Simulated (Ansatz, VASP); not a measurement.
## SnO in VASP and in Ansatz

```
Sn O
1.0
     3.35500    0.00000    0.00000
     0.00000    5.67410    0.00000
     0.00000    0.00000    4.22197
Sn O
2 2
Cartesian
  0.0000 1.3159 2.1665
  1.6775 4.3582 0.0555
  0.0000 5.0570 3.1110
  1.6775 0.6171 1.0000
```

Alike in both runs: task single point; functional PBEsol; k mesh 6 × 4 × 6; occupations fermi-dirac, width 0.02 eV; no spin polarisation.

|  | VASP | Ansatz |
| --- | --- | --- |
| version | VASP 6.6.1 | Ansatz 0.2.0 |
| potentials or method | VASP PAW PBE potentials, release 64 (Sn_d, O), cutoff 520 eV | plane waves, PAW |
| valence electrons in the cell | 40 | 40 |

VASP gave:

| Property | Result |
| --- | --- |
| pressure (GPa) | -2.9 |
| traceless stress, the component that is largest in VASP (GPa) | -0.64 |

Problem. What did Ansatz give for the same quantities?

Solution. Pressure (GPa): -3.1; traceless stress, the component that is largest in VASP (GPa): -0.68.

VASP's potentials were made for PBE, not for PBEsol.
